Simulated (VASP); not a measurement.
Ca2C:

```
C Ca
1.0
     0.00000    3.02596    3.02596
     3.02596    0.00000    3.02596
     3.02596    3.02596    0.00000
C Ca
1 2
Direct
  0.00000 0.00000 0.00000
  0.25000 0.25000 0.25000
  0.75000 0.75000 0.75000
```

This cell differs from its parent crystal: strain -3.3%.

Base run:

| Item | Value |
| --- | --- |
| Program | VASP 6.6.1 |
| Functional | r2SCAN |
| Potentials or basis | VASP PAW PBE potentials, release 64 (C, Ca_sv) |
| Cutoff | 520 eV |
| k mesh | 8 × 8 × 8 |
| Occupations | fermi-dirac, width 0.02 eV |
| Spin | no spin polarisation |

Its results: band gap on the k mesh 0.28 eV; pressure 7.5 GPa.

The run is repeated on the same cell with these changes: functional from r2SCAN to PBE. What comes out?

Band gap on the k mesh 0.09 eV; pressure 7.8 GPa.

Caveats: the cell stands under pressure; the PAW data sets were made with another functional, which shifts forces and pressure a little (at least some runs).

A k mesh can miss the band edges.
